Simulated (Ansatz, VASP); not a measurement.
# Two plane-wave programs on Si

```
Si
1.0
    -1.50205    1.50205    1.50205
     1.50205   -1.50205    1.50205
     1.50205    1.50205   -1.50205
Si
1
Direct
  0.00000 0.00000 0.00000
```

Alike in both runs: task single point; functional r2SCAN; k mesh 16 × 16 × 16; occupations fermi-dirac, width 0.1 eV; no spin polarisation.

|  | VASP | Ansatz |
| --- | --- | --- |
| version | VASP 6.6.1 | Ansatz 0.2.0 |
| potentials or method | VASP PAW PBE potentials, release 64 (Si), cutoff 520 eV | plane waves (500 eV) with PAW, scalar-relativistic |
| valence electrons in the cell | 4 | 4 |

|  | VASP | Ansatz | Ansatz less VASP |
| --- | --- | --- | --- |
| pressure (GPa) | 4.5 | 4.4 | -0.06 |

VASP's potentials were made for PBE, not for r2SCAN.
